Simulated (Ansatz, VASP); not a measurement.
**Two plane-wave programs on Re**

```
Re
1.0
     0.00000    1.93029    1.93029
     1.93029    0.00000    1.93029
     1.93029    1.93029    0.00000
Re
1
Cartesian
  0.0000 0.0000 0.0000
```

Alike in both runs: functional LDA; k mesh 18 × 18 × 18; occupations gaussian, width 0.1 eV; no spin polarisation.

Ansatz relaxed the structure, and its values are those at the end. VASP's run is a single point on that final structure, the one shown.

|  | VASP | Ansatz |
| --- | --- | --- |
| version | VASP 6.6.1 | Ansatz 0.2.0 |
| potentials or method | VASP PAW LDA potentials, release 64 (Re_sv_GW), cutoff 560 eV | scalar-relativistic, plane waves, PAW |
| valence electrons in the cell | 15 | 15 |

|  | VASP | Ansatz | Ansatz less VASP |
| --- | --- | --- | --- |
| gap on the k mesh at the Fermi level (eV) | none | none | - |
| pressure (GPa) | 0.0 | 0.0 | 0.00 |

LDA's correlation is that of Perdew and Zunger in VASP and of Perdew and Wang (1992) in Ansatz. A gap of «none» marks a metal or a gap that the smearing closes.

Neither program's run includes spin-orbit coupling.
